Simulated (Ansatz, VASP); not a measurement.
## BAs: VASP beside Ansatz

```
B As
1.0
     0.00000    2.37428    2.48192
     2.37428    0.00000    2.48192
     2.37428    2.37428    0.00000
B As
1 1
Direct
  0.75000 0.75000 0.75000
  0.00000 0.00000 0.00000
```

Change from the starting cell: z stretched by +3 % at fixed volume, crystal datasets.

Alike in both runs: task electric field gradients; functional LDA; k mesh 11 × 11 × 11; occupations fermi-dirac, width 0.01 eV; no spin polarisation.

|  | VASP | Ansatz |
| --- | --- | --- |
| version | VASP 6.6.1 | Ansatz 0.2.0 |
| potentials or method | VASP PAW LDA potentials, release 64 (B, As), cutoff 520 eV | all-electron PAW with datasets made for the crystal, scalar-relativistic |

Ansatz gave:

| Quantity | Value |
| --- | --- |
| gap on the k mesh at the Fermi level (eV) | 0.86 |
| pressure (GPa) | -7.2 |
| traceless stress, the component that is largest in VASP (GPa) | -6.40 |
| size of Vzz on the site where it differs most (V/Å²) | 6.1 |

Problem. Which values does VASP return?

Solution. gap on the k mesh at the Fermi level (eV): 0.85; pressure (GPa): -6.5; traceless stress, the component that is largest in VASP (GPa): -6.37; size of Vzz on the site where it differs most (V/Å²): 6.6.

LDA's correlation is that of Perdew and Zunger in VASP and of Perdew and Wang (1992) in Ansatz. Ansatz ran all-electron here, and VASP with PAW potentials.
